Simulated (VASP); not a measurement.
# TiSiTe4 (P6mm) in VASP: a series of runs

Runs on TiSiTe4. Level: PBE. Tasks: single point.

Program: VASP 6.6.1. These are calculated values, not measurements. Logs are shortened: lines on timing, memory, paths and dates and some standing lists are left out, and cuts for length are marked.

## 1. The cell of the first run

It takes space group P6mm (No. 183, hexagonal). Conventional cell: a = 6.114 Å, b = 6.114 Å, c = 7.408 Å, α = 90.00°, β = 90.00°, γ = 120.00°. Within 3.1 Å of Ti (site symmetry 6mm) lie 1 Si at 2.37 Å and 1 Te at 2.66 Å. Within 3.1 Å of Si (site symmetry 6mm) lie 1 Ti at 2.37 Å and 1 Te at 2.38 Å. Within 4.0 Å of Te (site symmetry 2mm) lie 4 Te at 3.06 Å and 2 Ti at 3.20 Å and 2 Si at 3.37 Å. Te (site symmetry 6mm) has 1 Si at 2.38 Å and 1 Ti at 2.66 Å within 3.1 Å.

## 2. Single point, PBE

The input, INCAR:

```
SYSTEM = TiSiTe4
  PREC = Accurate
  ENCUT = 520
  EDIFF = 1E-6
  ISMEAR = 0
  SIGMA = 0.1
  LREAL = .False.
  LASPH = .True.
  NELM = 60
  ALGO = Normal
  ISIF = 2
  LWAVE = .False.
  LCHARG = .False.
  GGA = PE
  NBANDS = 29
```

The input, KPOINTS:

```
regular mesh
0
Gamma
  3 3 4
  0 0 0
```

The input, POSCAR:

```
TiSiTe4
1.0
    6.1142981610      0.0000000000      0.0000000000
   -3.0571490805      5.2951375338      0.0000000000
    0.0000000000      0.0000000000      7.4084791430
Ti Si Te
1 1 4
Direct
    0.0000000000      0.0000000000      0.1494213358
    0.0000000000      0.0000000000      0.4688184557
    0.5000000000      0.0000000000      0.2768621915
    0.0000000000      0.5000000000      0.2768621915
    0.5000000000      0.5000000000      0.2768621915
    0.0000000000      0.0000000000      0.7901832039
```

Potentials or basis: VASP PAW PBE potentials, release 64 (Ti_sv, Si, Te).

Run with:

```console
cat potpaw_PBE.64/Ti_sv/POTCAR potpaw_PBE.64/Si/POTCAR potpaw_PBE.64/Te/POTCAR > POTCAR
mpirun -np 1 vasp_std > vasp.out
```

OUTCAR:

```text
SYSTEM = TiSiTe4
   PREC = Accurate
   ENCUT = 520
   EDIFF = 1E-6
   ISMEAR = 0
   LREAL = .False.
   LASPH = .True.
   NELM = 60
   ISIF = 2
   GGA = PE

 ion  position               nearest neighbor table
   1  0.000  0.000  0.149-   2 2.37   6 2.66   3 3.20   3 3.20   4 3.20   4 3.20   5 3.20   5 3.20

   2  0.000  0.000  0.469-   1 2.37   6 2.38   3 3.37   3 3.37   4 3.37   4 3.37   5 3.37   5 3.37

   3  0.500  0.000  0.277-   4 3.06   5 3.06   5 3.06   4 3.06   1 3.20   1 3.20   2 3.37   2 3.37

   4  0.000  0.500  0.277-   5 3.06   5 3.06   3 3.06   3 3.06   1 3.20   1 3.20   2 3.37   2 3.37

   5  0.500  0.500  0.277-   4 3.06   4 3.06   3 3.06   3 3.06   1 3.20   1 3.20   2 3.37   2 3.37

   6  0.000  0.000  0.790-   2 2.38   1 2.66

  LATTYP: Found a hexagonal cell.
 ALAT       =     6.1142981610
 C/A-ratio  =     1.2116646830

  Lattice vectors:

 A1 = (   6.1142981610,   0.0000000000,   0.0000000000)
 A2 = (  -3.0571490805,   5.2951375338,   0.0000000000)
 A3 = (   0.0000000000,   0.0000000000,   7.4084791430)

Analysis of symmetry for initial positions (statically):
=====================================================================
 Subroutine PRICEL returns:
 Original cell was already a primitive cell.

 Routine SETGRP: Setting up the symmetry group for a
 hexagonal supercell.

 Subroutine GETGRP returns: Found 12 space group operations
 (whereof 12 operations were pure point group operations)
 out of a pool of 24 trial point group operations.

The static configuration has the point symmetry C_6v.

Analysis of symmetry for dynamics (positions and initial velocities):
=====================================================================
 Subroutine PRICEL returns:
 Original cell was already a primitive cell.

 Routine SETGRP: Setting up the symmetry group for a
 hexagonal supercell.

 Subroutine GETGRP returns: Found 12 space group operations
 (whereof 12 operations were pure point group operations)
 out of a pool of 24 trial point group operations.

The dynamic configuration has the point symmetry C_6v.

 Subroutine INISYM returns: Found 12 space group operations
 (whereof 12 operations are pure point group operations),
 and found     1 'primitive' translations

----------------------------------------------------------------------------------------

                                     Primitive cell

  volume of cell :     239.8573

  direct lattice vectors                    reciprocal lattice vectors
     6.114298161  0.000000000  0.000000000     0.163551069  0.094426254  0.000000000
    -3.057149080  5.295137534  0.000000000     0.000000000  0.188852507  0.000000000
     0.000000000  0.000000000  7.408479143     0.000000000  0.000000000  0.134980470

  length of vectors
     6.114298161  6.114298161  7.408479143     0.188852507  0.188852507  0.134980470

  position of ions in fractional coordinates (direct lattice)
     0.000000000  0.000000000  0.149421336
     0.000000000  0.000000000  0.468818456
     0.500000000  0.000000000  0.276862192
     0.000000000  0.500000000  0.276862192
     0.500000000  0.500000000  0.276862192
     0.000000000  0.000000000  0.790183204

  ion indices of the primitive-cell ions
   primitive index   ion index
                 1           1
                 2           2
                 3           3
                 4           4
                 5           5
                 6           6

----------------------------------------------------------------------------------------

 KPOINTS: regular mesh

Automatic generation of k-mesh.
 Grid dimensions read from file:
 generate k-points for:    3    3    4

 Generating k-lattice:

  Cartesian coordinates                     Fractional coordinates (reciprocal lattice)
     0.054517023  0.031475418  0.000000000     0.333333333  0.000000000  0.000000000
     0.000000000  0.062950836  0.000000000     0.000000000  0.333333333  0.000000000
     0.000000000  0.000000000  0.033745118     0.000000000  0.000000000  0.250000000

  Length of vectors
     0.062950836  0.062950836  0.033745118

  Shift w.r.t. Gamma in fractional coordinates (k-lattice)
     0.000000000  0.000000000  0.000000000

 Subroutine IBZKPT returns following result:
 ===========================================

 Found      9 irreducible k-points:

 Following reciprocal coordinates:
            Coordinates               Weight
  0.000000  0.000000  0.000000      1.000000
  0.333333  0.000000  0.000000      6.000000
  0.333333  0.333333  0.000000      2.000000
  0.000000  0.000000  0.250000      2.000000
  0.333333  0.000000  0.250000     12.000000
  0.333333  0.333333  0.250000      4.000000
  0.000000  0.000000  0.500000      1.000000
  0.333333  0.000000  0.500000      6.000000
  0.333333  0.333333  0.500000      2.000000
   k-points           NKPTS =      9   k-points in BZ     NKDIM =      9   number of bands    NBANDS=     29
   number of dos      NEDOS =    301   number of ions     NIONS =      6
   total plane-waves  NPLWV = 129024
   dimension x,y,z NGX =    48 NGY =   48 NGZ =   56
   dimension x,y,z NGXF=    96 NGYF=   96 NGZF=  112
   ions per type =               1   1   4
   NGX,Y,Z   is equivalent  to a cutoff of  13.05, 13.05, 12.57 a.u.
   NGXF,Y,Z  is equivalent  to a cutoff of  26.10, 26.10, 25.13 a.u.
 SYSTEM =  TiSiTe4
   PREC   = accura    normal or accurate (medium, high low for compatibility)
   ISTART =      0    job   : 0-new  1-cont  2-samecut
   ICHARG =      2    charge: 1-file 2-atom 10-const
   ISPIN  =      1    spin polarized calculation?
   LNONCOLLINEAR =      F non collinear calculations
   LSORBIT =      F    spin-orbit coupling
   LASPH  =      T    aspherical Exc in radial PAW
   ENCUT  =  520.0 eV  38.22 Ry    6.18 a.u.  11.37 11.37 13.77*2*pi/ulx,y,z
   NELM   =     60;   NELMIN=  2; NELMDL= -5     # of ELM steps
   EDIFF  = 0.1E-05   stopping-criterion for ELM
   LREAL  =      F    real-space projection
   EDIFFG = 0.1E-04   stopping-criterion for IOM
   NSW    =      0    number of steps for IOM
   IBRION =     -1    ionic relax: 0-MD 1-quasi-New 2-CG
   NFREE  =      0    steps in history (QN), initial steepest desc. (CG)
   ISIF   =      2    stress and relaxation
   ISYM   =      2    0-nonsym 1-usesym 2-fastsym
   POTIM  = 0.5000    time-step for ionic-motion
   TEBEG  =    0.0;   TEEND  =   0.0 temperature during run
   PSTRESS=    0.0 pullay stress
   NELECT =      40.0000    total number of electrons
   NUPDOWN=      -1.0000    fix difference up-down
   EMIN   =  10.00;   EMAX   =-10.00  energy-range for DOS
   EFERMI =   0.00;   METHOD = LEGACY
   ISMEAR =     0;   SIGMA  =   0.10  broadening in eV -4-tet -1-fermi 0-gaus
   EFERMI_NEDOS =   21; number of points for ismear=-14 and -15
   IALGO  =     38    algorithm
   IMIX   =      4    mixing-type and parameters
     AMIX     =   0.40;   BMIX     =  1.00
     AMIX_MAG =   1.60;   BMIX_MAG =  1.00
  volume/ion in A,a.u.               =      39.98       269.77
  Fermi-wavevector in a.u.,A,eV,Ry     =   0.901109  1.702849 11.047889  0.811997
  Thomas-Fermi vector in A             =   2.024149
   LORBIT       =      0    0 simple, 1 ext, 2 COOP (PROOUT), +10 PAW based schemes
   GGA     = PE    functional components
   LHFCALC =     F    Hartree Fock is set to
   AEXX    =    0.0000 exact exchange contribution
   IVDW    =     0    specifies the selected vdW correction
   LEPSILON=     F    determine dielectric tensor
   LRPA    =     F    only Hartree local field effects (RPA)
 non-spin polarized calculation
 Gauss-broadening in eV      SIGMA  =   0.10
  energy-cutoff  :      520.00
  volume of cell :      239.86
 maximum number of plane-waves:      6484
 NGX is ok and might be reduce to    48
   NGX = 23   NGY = 23   NGZ = 27

 number of electron      39.9999998 magnetization

 Free energy of the ion-electron system (eV)
  ---------------------------------------------------
  ext. energy  EPLUGINS =         0.00000000
  ---------------------------------------------------
  free energy    TOTEN  =       -23.92741571 eV

  energy without entropy =      -23.90733765  energy(sigma->0) =      -23.91737668

 E-fermi :   2.9483     XC(G=0):  -7.5153

 val. band max:        2.8467643198   @ k =   0.3333   0.3333   0.0000
 cond. band min:       2.9555926391   @ k =   0.0000   0.0000   0.0000
 fundamental gap:      0.1088283193
 Fermi energy:         2.9483489056

 k-point     1 :       0.0000    0.0000    0.0000
  band No.  band energies     occupation
      1     -54.5413      2.00000
      2     -30.8492      2.00000
      3     -30.8039      2.00000
      4     -30.8039      2.00000
      5     -10.1980      2.00000
      6      -8.3433      2.00000
[... 21 lines left out ...]
     28       6.4371      0.00000
     29       6.4371      0.00000

 k-point     2 :       0.3333    0.0000    0.0000
  band No.  band energies     occupation
      1     -54.5413      2.00000
      2     -30.8492      2.00000
      3     -30.8040      2.00000
      4     -30.8039      2.00000
      5      -9.7211      2.00000
      6      -8.4081      2.00000
[... 21 lines left out ...]
     28       6.3973      0.00000
     29       6.4952      0.00000

 k-point     3 :       0.3333    0.3333    0.0000
  band No.  band energies     occupation
      1     -54.5413      2.00000
      2     -30.8492      2.00000
      3     -30.8040      2.00000
      4     -30.8040      2.00000
      5      -8.9560      2.00000
      6      -8.9560      2.00000
[... 21 lines left out ...]
     28       5.7826      0.00000
     29       6.8605      0.00000

 k-point     4 :       0.0000    0.0000    0.2500
  band No.  band energies     occupation
      1     -54.5413      2.00000
      2     -30.8492      2.00000
      3     -30.8039      2.00000
      4     -30.8039      2.00000
      5     -10.1909      2.00000
      6      -8.3403      2.00000
[... 117 lines left out ...]
     28       6.6679      0.00000
     29       6.6679      0.00000

 k-point     8 :       0.3333    0.0000    0.5000
  band No.  band energies     occupation
      1     -54.5413      2.00000
      2     -30.8492      2.00000
      3     -30.8040      2.00000
      4     -30.8039      2.00000
      5      -9.7091      2.00000
      6      -8.3463      2.00000
[... 21 lines left out ...]
     28       6.1142      0.00000
     29       6.5902      0.00000

 k-point     9 :       0.3333    0.3333    0.5000
  band No.  band energies     occupation
      1     -54.5413      2.00000
      2     -30.8492      2.00000
      3     -30.8040      2.00000
      4     -30.8040      2.00000
      5      -8.9553      2.00000
      6      -8.9553      2.00000
[... 21 lines left out ...]
     28       5.3091      0.00000
     29       6.3807      0.00000

------------------------ aborting loop because EDIFF is reached ----------------------------------------

  FORCE on cell =-STRESS in cart. coord.  units (eV):
  Direction    XX          YY          ZZ          XY          YZ          ZX
  --------------------------------------------------------------------------------------
  -------------------------------------------------------------------------------------
  Total        0.0018999      0.0018999      0.0874591      0.0000000      0.0000000      0.0000000
  in kB        0.0126907      0.0126907      0.5842015      0.0000000      0.0000000      0.0000000
  external PRESSURE =       0.2031943 kB  Pullay stress =       0.0000000 kB

 VOLUME and BASIS-vectors are now :
 -----------------------------------------------------------------------------
  energy-cutoff  :      520.00
  volume of cell :      239.86
      direct lattice vectors                 reciprocal lattice vectors
     6.114298161  0.000000000  0.000000000     0.163551069  0.094426254  0.000000000
    -3.057149080  5.295137534  0.000000000     0.000000000  0.188852507  0.000000000
     0.000000000  0.000000000  7.408479143     0.000000000  0.000000000  0.134980470

 POSITION                                       TOTAL-FORCE (eV/Angst)
 -----------------------------------------------------------------------------------
      0.00000      0.00000      1.10698         0.000000     -0.000000     -0.011305
      0.00000      0.00000      3.47323         0.000000      0.000000     -0.013881
      3.05715      0.00000      2.05113        -0.000000      0.000000      0.000908
     -1.52857      2.64757      2.05113        -0.000000      0.000000      0.000908
      1.52857      2.64757      2.05113         0.000000      0.000000      0.000908
      0.00000      0.00000      5.85406        -0.000000      0.000000      0.022462
 -----------------------------------------------------------------------------------
    total drift:                               -0.000000     -0.000000     -0.001529

  FREE ENERGIE OF THE ION-ELECTRON SYSTEM (eV)
  ---------------------------------------------------
  free  energy   TOTEN  =       -23.9274157085 eV

  energy  without entropy=      -23.9073376492  energy(sigma->0) =      -23.91737668
```

It took 68 s on 1 thread of Intel Xeon Platinum 8559C (Emerald Rapids), shared host; peak memory 0.36 GiB.

Results:

```yaml
Free_energy: -23.9274 eV
Pressure: 0.0 GPa
Largest_force: 0.022 eV/Å
Band_gap_on_the_k_mesh: zero (band 20 reaches 3.69 eV, above the bottom of band 21 at 2.85 eV)
```

Forces on the atoms (eV/Å):
```
Ti   0.000  0.000 -0.011
Si   0.000  0.000 -0.014
Te   0.000  0.000  0.001
Te   0.000  0.000  0.001
Te   0.000  0.000  0.001
Te   0.000  0.000  0.022
```

Caveat: the k points lie up to 0.40 Å⁻¹ apart; spin-orbit coupling is left out, which moves the levels of the heavy elements.

(Part 1 of 2 ends here.)
